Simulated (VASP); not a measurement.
# Ni (P6_3/mmc) in VASP: notebook

Runs on Ni. Level: LDA. Tasks: single point, relaxation of cell and atoms.

Program: VASP 6.6.1. These are calculated values, not measurements. Logs are shortened: lines on timing, memory, paths and dates and some standing lists are left out, and cuts for length are marked.

### 1 The cell of the first run

Symmetry: P6_3/mmc, No. 194, hexagonal system. Conventional cell: a = 2.423 Å, b = 2.423 Å, c = 3.969 Å, α = 90.00°, β = 90.00°, γ = 120.00°. Ni (site symmetry -6m2) has 12 Ni at 2.42 to 2.43 Å within 3.2 Å.

This isn't the form of Ni at room conditions, which is fcc.

### 2 Single point, LDA, collinear spin, antiferromagnetic start

INCAR

```
  PREC = Accurate
  ENCUT = 520
  EDIFF = 1E-7
  ISMEAR = -1
  SIGMA = 0.15
  LREAL = F
  LASPH = T
  NELM = 150
  ALGO = Normal
  ISIF = 2
  LWAVE = F
  LCHARG = F
  ISPIN = 2
  MAGMOM = 1.5 -1.5
  LORBIT = 11
  LMAXMIX = 4
  NBANDS = 21
```

KPOINTS

```
regular mesh
0
Gamma
  13 13 7
```

POSCAR

```
Ni
1.0
    2.4230918866      0.0000000000      0.0000000000
   -1.2115459433      2.0984591295      0.0000000000
    0.0000000000      0.0000000000      3.9690870470
Ni
2
Direct
    0.3333333333      0.6666666667      0.2500000000
    0.6666666667      0.3333333333      0.7500000000
```

Potentials or basis: VASP PAW LDA potentials, release 64 (Ni).

Launch:

```sh
cat potpaw_LDA.64/Ni/POTCAR > POTCAR
mpirun -np 1 vasp_std > vasp.out
```

OUTCAR:

```text
PREC = Accurate
   ENCUT = 520
   EDIFF = 1E-7
   ISMEAR = -1
   LREAL = F
   LASPH = T
   NELM = 150
   ISIF = 2
   ISPIN = 2
   LORBIT = 11

 ion  position               nearest neighbor table
   1  0.333  0.667  0.250-   2 2.43   2 2.43   2 2.43   2 2.43   2 2.43   2 2.43
   2  0.667  0.333  0.750-   1 2.43   1 2.43   1 2.43   1 2.43   1 2.43   1 2.43

  LATTYP: Found a hexagonal cell.
 ALAT       =     2.4230918866
 C/A-ratio  =     1.6380258087

  Lattice vectors:

 A1 = (   2.4230918866,   0.0000000000,   0.0000000000)
 A2 = (  -1.2115459433,   2.0984591295,   0.0000000000)
 A3 = (   0.0000000000,   0.0000000000,   3.9690870470)

Analysis of symmetry for initial positions (statically):
=====================================================================
 Subroutine PRICEL returns:
 Original cell was already a primitive cell.

 Routine SETGRP: Setting up the symmetry group for a
 hexagonal supercell.

 Subroutine GETGRP returns: Found 24 space group operations
 (whereof 12 operations were pure point group operations)
 out of a pool of 24 trial point group operations.

The static configuration has the point symmetry D_3d.
 The point group associated with its full space group is D_6h.

Analysis of symmetry for dynamics (positions and initial velocities):
=====================================================================
 Subroutine PRICEL returns:
 Original cell was already a primitive cell.

 Routine SETGRP: Setting up the symmetry group for a
 hexagonal supercell.

 Subroutine GETGRP returns: Found 24 space group operations
 (whereof 12 operations were pure point group operations)
 out of a pool of 24 trial point group operations.

The dynamic configuration has the point symmetry D_3d.
 The point group associated with its full space group is D_6h.

Analysis of structural, dynamic, and magnetic symmetry:
=====================================================================
 Subroutine PRICEL returns:
 Original cell was already a primitive cell.

 Routine SETGRP: Setting up the symmetry group for a
 hexagonal supercell.

 Subroutine GETGRP returns: Found 24 space group operations
 (whereof 12 operations were pure point group operations)
 out of a pool of 24 trial point group operations.

The overall configuration has the point symmetry D_3d.
 The point group associated with its full space group is D_6h.

 Subroutine INISYM returns: Found 24 space group operations
 (whereof 12 operations are pure point group operations),
 and found     1 'primitive' translations

----------------------------------------------------------------------------------------

                                     Primitive cell

  volume of cell :      20.1819

  direct lattice vectors                    reciprocal lattice vectors
     2.423091887  0.000000000  0.000000000     0.412695864  0.238270068  0.000000000
    -1.211545943  2.098459130  0.000000000     0.000000000  0.476540136  0.000000000
     0.000000000  0.000000000  3.969087047     0.000000000  0.000000000  0.251947107

  length of vectors
     2.423091887  2.423091887  3.969087047     0.476540136  0.476540136  0.251947107

  position of ions in fractional coordinates (direct lattice)
     0.333333333  0.666666667  0.250000000
     0.666666667  0.333333333  0.750000000

  ion indices of the primitive-cell ions
   primitive index   ion index
                 1           1
                 2           2

----------------------------------------------------------------------------------------

 KPOINTS: regular mesh

Automatic generation of k-mesh.
 Grid dimensions read from file:
 generate k-points for:   13   13    7

 Generating k-lattice:

  Cartesian coordinates                     Fractional coordinates (reciprocal lattice)
     0.031745836  0.018328467  0.000000000     0.076923077  0.000000000  0.000000000
     0.000000000  0.036656934  0.000000000     0.000000000  0.076923077  0.000000000
     0.000000000  0.000000000  0.035992444     0.000000000  0.000000000  0.142857143

  Length of vectors
     0.036656934  0.036656934  0.035992444

  Shift w.r.t. Gamma in fractional coordinates (k-lattice)
     0.000000000  0.000000000  0.000000000

 Subroutine IBZKPT returns following result:
 ===========================================

 Found     84 irreducible k-points:

 Following reciprocal coordinates:
            Coordinates               Weight
  0.000000  0.000000  0.000000      1.000000
  0.076923 -0.000000  0.000000      6.000000
  0.153846 -0.000000  0.000000      6.000000
  0.230769  0.000000  0.000000      6.000000
  0.307692 -0.000000  0.000000      6.000000
  0.384615  0.000000  0.000000      6.000000
[... 16 lines left out ...]
  0.076923 -0.000000  0.142857     12.000000
  0.153846 -0.000000  0.142857     12.000000
 [... further k-points ...]
   k-points           NKPTS =     84   k-points in BZ     NKDIM =     84   number of bands    NBANDS=     21
   number of dos      NEDOS =    301   number of ions     NIONS =      2
   total plane-waves  NPLWV =   9720
   dimension x,y,z NGX =    18 NGY =   18 NGZ =   30
   dimension x,y,z NGXF=    36 NGYF=   36 NGZF=   60
   ions per type =               2
   NGX,Y,Z   is equivalent  to a cutoff of  12.35, 12.35, 12.57 a.u.
   NGXF,Y,Z  is equivalent  to a cutoff of  24.70, 24.70, 25.13 a.u.
 SYSTEM =  unknown system
   PREC   = accura    normal or accurate (medium, high low for compatibility)
   ISTART =      0    job   : 0-new  1-cont  2-samecut
   ICHARG =      2    charge: 1-file 2-atom 10-const
   ISPIN  =      2    spin polarized calculation?
   LNONCOLLINEAR =      F non collinear calculations
   LSORBIT =      F    spin-orbit coupling
   LASPH  =      T    aspherical Exc in radial PAW
   ENCUT  =  520.0 eV  38.22 Ry    6.18 a.u.   4.51  4.51  7.38*2*pi/ulx,y,z
   NELM   =    150;   NELMIN=  2; NELMDL= -5     # of ELM steps
   EDIFF  = 0.1E-06   stopping-criterion for ELM
   LREAL  =      F    real-space projection
   EDIFFG = 0.1E-05   stopping-criterion for IOM
   NSW    =      0    number of steps for IOM
   IBRION =     -1    ionic relax: 0-MD 1-quasi-New 2-CG
   NFREE  =      0    steps in history (QN), initial steepest desc. (CG)
   ISIF   =      2    stress and relaxation
   ISYM   =      2    0-nonsym 1-usesym 2-fastsym
   POTIM  = 0.5000    time-step for ionic-motion
   TEBEG  =    0.0;   TEEND  =   0.0 temperature during run
   PSTRESS=    0.0 pullay stress
   NELECT =      20.0000    total number of electrons
   NUPDOWN=      -1.0000    fix difference up-down
   EMIN   =  10.00;   EMAX   =-10.00  energy-range for DOS
   EFERMI =   0.00;   METHOD = LEGACY
   ISMEAR =    -1;   SIGMA  =   0.15  broadening in eV -4-tet -1-fermi 0-gaus
   EFERMI_NEDOS =   21; number of points for ismear=-14 and -15
   IALGO  =     38    algorithm
   IMIX   =      4    mixing-type and parameters
     AMIX     =   0.40;   BMIX     =  1.00
     AMIX_MAG =   1.60;   BMIX_MAG =  1.00
  volume/ion in A,a.u.               =      10.09        68.10
  Fermi-wavevector in a.u.,A,eV,Ry     =   1.632167  3.084348 36.245483  2.663968
  Thomas-Fermi vector in A             =   2.724182
   LORBIT       =     11    0 simple, 1 ext, 2 COOP (PROOUT), +10 PAW based schemes
   GGA     = CA    functional components
   LHFCALC =     F    Hartree Fock is set to
   AEXX    =    0.0000 exact exchange contribution
   IVDW    =     0    specifies the selected vdW correction
   LEPSILON=     F    determine dielectric tensor
   LRPA    =     F    only Hartree local field effects (RPA)
 spin polarized calculation
  energy-cutoff  :      520.00
  volume of cell :       20.18
 maximum number of plane-waves:       561
 NGX is ok and might be reduce to    18
   NGX =  9   NGY =  9   NGZ = 15

 number of electron      19.9999972 magnetization       0.0000000

 number of electron      19.9999972 magnetization      -0.0000000

 Free energy of the ion-electron system (eV)
  ---------------------------------------------------
  ext. energy  EPLUGINS =         0.00000000
  ---------------------------------------------------
  free energy    TOTEN  =       -13.23198518 eV

  energy without entropy =      -12.90365520  energy(sigma->0) =      -13.06782019

 E-fermi :  10.0780     XC(G=0): -14.0632

 val. band max:       10.0739701488   @ k =   0.0769  -0.0000   0.2857
 cond. band min:      10.0930113359   @ k =   0.3077   0.1538   0.2857
 fundamental gap:      0.0190411871
 Fermi energy:        10.0779634409

 spin component 1

 k-point     1 :       0.0000    0.0000    0.0000
  band No.  band energies     occupation
      1       0.6473      1.00000
      2       5.1225      1.00000
      3       7.9087      1.00000
      4       7.9982      1.00000
      5       7.9982      1.00000
      6       8.3118      0.99999
[... 13 lines left out ...]
     20      37.4366      0.00000
     21      42.3485      0.00000
[... 529 lines left out ...]
 k-point    24 :       0.1538   -0.0000    0.1429
  band No.  band energies     occupation
      1       1.7017      1.00000
      2       5.5609      1.00000
      3       7.4869      1.00000
      4       7.5178      1.00000
      5       8.0073      1.00000
      6       8.2774      0.99999
[... 13 lines left out ...]
     20      39.1896      0.00000
     21      40.2692      0.00000

 [... further k-points ...]

 spin component 2

 k-point     1 :       0.0000    0.0000    0.0000
  band No.  band energies     occupation
      1       0.6473      1.00000
      2       5.1225      1.00000
      3       7.9087      1.00000
      4       7.9982      1.00000
      5       7.9982      1.00000
      6       8.3118      0.99999
[... 13 lines left out ...]
     20      37.4366      0.00000
     21      42.3802      0.00000
[... 529 lines left out ...]
 k-point    24 :       0.1538   -0.0000    0.1429
  band No.  band energies     occupation
      1       1.7017      1.00000
      2       5.5609      1.00000
      3       7.4869      1.00000
      4       7.5178      1.00000
      5       8.0073      1.00000
      6       8.2774      0.99999
[... 13 lines left out ...]
     20      39.1896      0.00000
     21      40.2692      0.00000

 [... further k-points ...]

------------------------ aborting loop because EDIFF is reached ----------------------------------------

  FORCE on cell =-STRESS in cart. coord.  units (eV):
  Direction    XX          YY          ZZ          XY          YZ          ZX
  --------------------------------------------------------------------------------------
  -------------------------------------------------------------------------------------
  Total       -0.1015414     -0.1015414     -0.0544075      0.0000000     -0.0000000      0.0000000
  in kB       -8.0610666     -8.0610666     -4.3192522      0.0000000     -0.0000000      0.0000000
  external PRESSURE =      -6.8137951 kB  Pullay stress =       0.0000000 kB

 VOLUME and BASIS-vectors are now :
 -----------------------------------------------------------------------------
  energy-cutoff  :      520.00
  volume of cell :       20.18
      direct lattice vectors                 reciprocal lattice vectors
     2.423091887  0.000000000  0.000000000     0.412695864  0.238270068  0.000000000
    -1.211545943  2.098459130  0.000000000     0.000000000  0.476540136  0.000000000
     0.000000000  0.000000000  3.969087047     0.000000000  0.000000000  0.251947107

 POSITION                                       TOTAL-FORCE (eV/Angst)
 -----------------------------------------------------------------------------------
     -0.00000      1.39897      0.99227         0.000000      0.000000      0.000000
      1.21155      0.69949      2.97682        -0.000000      0.000000      0.000000
 -----------------------------------------------------------------------------------
    total drift:                               -0.000000      0.000000     -0.000000

  FREE ENERGIE OF THE ION-ELECTRON SYSTEM (eV)
  ---------------------------------------------------
  free  energy   TOTEN  =       -13.2319851842 eV

  energy  without entropy=      -12.9036552035  energy(sigma->0) =      -13.06782019

 total charge

# of ion       s       p       d       tot
------------------------------------------
    1        0.530   0.563   8.372   9.465
    2        0.530   0.563   8.372   9.465
--------------------------------------------------
tot          1.059   1.127  16.745  18.931

 magnetization (x)

# of ion       s       p       d       tot
------------------------------------------
    1       -0.000  -0.000   0.000   0.000
    2        0.000   0.000  -0.000  -0.000
--------------------------------------------------
tot          0.000   0.000   0.000   0.000
```

It took 42 s on 1 thread of Intel Xeon Platinum 8488C (Sapphire Rapids), shared host; peak memory 0.16 GiB.

What came out:

```
Free energy                                           : -13.2320 eV
Pressure                                              : -0.7 GPa
Band gap on the k mesh                                : zero (filled and empty bands overlap)
Net moment                                            : 0.00 μB per cell
Valence electrons inside the program's atomic spheres : Ni 9.46
```

Stress tensor (GPa, compression positive):
```
-0.81  0.00  0.00
 0.00 -0.81  0.00
 0.00  0.00 -0.43
```

### 3 Relaxation of cell and atoms, LDA, collinear spin, antiferromagnetic start

This run uses another cell than the first one, of 10.57 Å³/atom.

INCAR

```
SYSTEM = Ni
ALGO     = Normal         ! electronic algorithm
EDIFF    = 1E-6           ! SCF threshold, eV
EDIFFG   = -0.01          ! ionic threshold
ENCUT    = 600            ! plane-wave cutoff, eV
GGA      = CA             ! functional
IBRION   = 2              ! ionic algorithm
ISIF     = 3              ! what is computed and relaxed
ISMEAR   = -1             ! smearing method
ISPIN    = 2              ! spin polarisation
LASPH    = .True.         ! aspherical terms in the spheres
LCHARG   = .False.        ! write CHGCAR
LMAXMIX  = 4              ! l up to which the mixer works
LORBIT   = 11             ! projections on sites
LREAL    = .False.        ! projectors in reciprocal space
LWAVE    = .False.        ! write WAVECAR
MAGMOM   = 1.5 -1.5       ! initial moments
NELM     = 150            ! most SCF steps
NSW      = 80             ! ionic steps
PREC     = Accurate       ! precision mode
SIGMA    = 0.15           ! smearing width, eV
```

KPOINTS

```
k-points
0
Gamma
  13 13 7
  0 0 0
```

POSCAR

```
Ni
1.0
    2.4480200000      0.0000000000      0.0000000000
   -1.2240100000      2.1200500000      0.0000000000
    0.0000000000      0.0000000000      4.0728100000
Ni
2
Direct
    0.3333333333      0.6666666667      0.2500000000
    0.6666666667      0.3333333333      0.7500000000
```

Potentials or basis: VASP PAW LDA potentials, release 64 (Ni).

Launch:

```sh
cat potpaw_LDA.64/Ni/POTCAR > POTCAR
mpirun -np 1 vasp_std > vasp.out
```

Wall time 1.9 min (1 thread of Intel Xeon Platinum 8488C (Sapphire Rapids), shared host); peak memory 0.17 GiB.

The run converged. Its results:

```
Free energy                                           : -13.2325 eV
Relaxed volume                                        : 10.05 Å³/atom
Relaxed cell                                          : a = 2.419 Å, b = 2.419 Å, c = 3.969 Å, α = 90.00°, β = 90.00°, γ = 120.00°
Space group after relaxing (to 0.1 Å)                 : P6_3/mmc (No. 194)
Energy gained by relaxing                             : 19.1 meV/atom
Ionic steps                                           : 6
Pressure after relaxing                               : 0.1 GPa
Band gap on the k mesh                                : zero (filled and empty bands overlap)
Net moment                                            : 0.00 μB per cell
Valence electrons inside the program's atomic spheres : Ni 9.47
```

Stress tensor (GPa, compression positive):
```
0.14 0.00 0.00
0.00 0.14 0.00
0.00 0.00 0.06
```

Step by step:
| step | energy change (eV) | largest force (eV/Å) | pressure (GPa) | volume (Å³) |
| --- | --- | --- | --- | --- |
| 1 | 0.0000 | 0.0000 | -10.88 | 21.14 |
| 2 | 0.0144 | 0.0000 | 16.11 | 19.02 |
| 3 | -0.0374 | 0.0000 | -0.04 | 20.12 |
| 4 | -0.0374 | 0.0000 | 0.23 | 20.10 |
| 5 | -0.0382 | 0.0000 | 0.15 | 20.11 |
| 6 | -0.0383 | 0.0000 | 0.11 | 20.11 |

Final structure:
```
Ni
1.0
     2.41874    0.00000    0.00000
    -1.20937    2.09469    0.00000
     0.00000    0.00000    3.96914
Ni
2
Direct
  0.33333 0.66667 0.25000
  0.66667 0.33333 0.75000
```

Levels at points of the mesh, in eV from the Fermi level:
Spin up:
```tsv
k point	band 8	band 9	band 10	band 11	band 12	band 13
(0.00, 0.00, 0.00)	-1.31	-1.31	-0.37	-0.22	-0.22	6.50
```
Spin down:
```csv
k point,band 6,band 7,band 8,band 9,band 10,band 11,band 12,band 13,band 14
"(0.00, 0.00, 0.00)",-1.78,-1.78,-1.31,-1.31,-0.37,-0.22,-0.22,6.50,23.46
```

### 4 Relaxation of cell and atoms, LDA, collinear spin, antiferromagnetic start, target pressure 10 GPa, at which the enthalpy is minimised

This run uses another cell than the first one, of 10.57 Å³/atom.

INCAR

```
ALGO = Normal ; EDIFF = 1E-6
EDIFFG = -0.01 ; ENCUT = 600
IBRION = 2 ; ISIF = 3
ISMEAR = -1 ; ISPIN = 2
LASPH = T ; LCHARG = F
LMAXMIX = 4 ; LORBIT = 11
LREAL = F ; LWAVE = F
MAGMOM = 1.5 -1.5 ; NELM = 150
NSW = 80 ; PREC = Accurate
PSTRESS = 100.0 ; SIGMA = 0.15
```

KPOINTS

```
k-points
0
Gamma
  13 13 7
```

POSCAR is that of step 3.

Launch:

```sh
cat potpaw_LDA.64/Ni/POTCAR > POTCAR
mpirun -np 1 vasp_std > vasp.out
```

Run time: 2.4 min. Hardware: 1 thread of Intel Xeon Platinum 8488C (Sapphire Rapids), shared host; peak memory 0.18 GiB.

It converged, with:

```yaml
Free_energy: -13.2108 eV
Relaxed_volume: 9.70 Å³/atom
Relaxed_cell: a = 2.390 Å, b = 2.390 Å, c = 3.921 Å, α = 90.00°, β = 90.00°, γ = 120.00°
Space_group_after_relaxing_to_0.1_Å: P6_3/mmc (No. 194)
Energy_change_on_relaxing_the_run_minimises_the_enthalpy: -8.3 meV/atom
Ionic_steps: 9
Pressure_after_relaxing: 10.0 GPa
Band_gap_on_the_k_mesh: zero (filled and empty bands overlap)
Net_moment: 0.00 μB per cell
Valence_electrons_inside_the_program's_atomic_spheres: Ni 9.55
```

Step by step:
```
step  energy change (eV)  largest force (eV/Å)  pressure (GPa)  volume (Å³)
   1              0.0000                0.0000          -10.88        21.14
   2              0.4110                0.0000           57.42        17.20
   3             -0.0181                0.0000            9.27        19.44
   4             -0.0154                0.0000           10.04        19.40
   5             -0.0133                0.0000           10.55        19.36
   6             -0.0144                0.0000           10.50        19.36
   7             -0.0144                0.0000           10.53        19.36
   8             -0.0195                0.0000            9.19        19.45
   9             -0.0165                0.0000           10.03        19.40
```

Final structure:
```
Ni
1.0
     2.38997    0.00000    0.00000
    -1.19498    2.06977    0.00000
     0.00000    0.00000    3.92105
Ni
2
Direct
  0.33333 0.66667 0.25000
  0.66667 0.33333 0.75000
```

Levels at points of the mesh, in eV from the Fermi level:
Spin up:
| k point | band 6 | band 7 | band 8 | band 9 | band 10 | band 11 | band 12 | band 13 | band 14 |
| --- | --- | --- | --- | --- | --- | --- | --- | --- | --- |
| (0.00, 0.00, 0.00) | -1.87 | -1.87 | -1.38 | -1.38 | -0.44 | -0.23 | -0.23 | 6.79 | 23.75 |
Spin down:
```csv
k point,band 8,band 9,band 10,band 11,band 12,band 13
"(0.00, 0.00, 0.00)",-1.38,-1.38,-0.44,-0.23,-0.23,6.79
```

Caveat: the cell is relaxed towards a set pressure, so the run minimises the enthalpy, not the energy.
